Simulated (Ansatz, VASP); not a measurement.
One calculation of Ca, two programs

The input POSCAR:

```
Ca
1.0
   -2.2400000000      2.2400000000      2.2400000000
    2.2400000000     -2.2400000000      2.2400000000
    2.2400000000      2.2400000000     -2.2400000000
Ca
1
Direct
    0.0000000000      0.0000000000      0.0000000000
```

INCAR.step1

```
ALGO = Normal ; EDIFF = 1E-4
ENCUT = 520 ; GGA = PE
ISMEAR = 1 ; LASPH = True
LCHARG = False ; LREAL = False
LWAVE = True ; NBANDS = 11
NELM = 100 ; PREC = Accurate
SIGMA = 0.1
```

The input INCAR.step2:

```
ALGO = Normal ; EDIFF = 1E-6
ENCUT = 520 ; ISIF = 2
ISMEAR = 1 ; ISTART = 1
LASPH = True ; LCHARG = False
LMIXTAU = True ; LREAL = False
LWAVE = False ; METAGGA = R2SCAN
NBANDS = 11 ; NELM = 100
PREC = Accurate ; SIGMA = 0.1
```

The input KPOINTS:

```
k-points
0
Gamma
  9 9 9
```

Input for Ansatz:

```yaml
crystal:
  lattice:
    - [-2.24, 2.24, 2.24]
    - [2.24, -2.24, 2.24]
    - [2.24, 2.24, -2.24]
  atoms:
    - { symbol: Ca, position: [0.0, 0.0, 0.0] }
basis:
  ecutwfc: 500.0
kpoints:
  mp_grid:
    grid: [9, 9, 9]
hamiltonian:
  xc: r2scan
scf:
  max_iter: 90
  occupations:
    method: cold
output:
  stress: true
```

Alike in both runs: task single point; functional r2SCAN; k mesh 9 × 9 × 9; no spin polarisation.

```csv
,VASP,Ansatz
version,VASP 6.6.1,Ansatz 0.2.0
potentials or method,"VASP PAW PBE potentials, release 64 (Ca_sv), cutoff 520 eV","plane waves, PAW"
occupations,"methfessel-paxton of order 1, width 0.1 eV",cold
valence electrons in the cell,10,10
```

|  | VASP | Ansatz | Ansatz less VASP |
| --- | --- | --- | --- |
| pressure (GPa) | -0.6 | -0.6 | -0.04 |

VASP's potentials were made for PBE, not for r2SCAN.
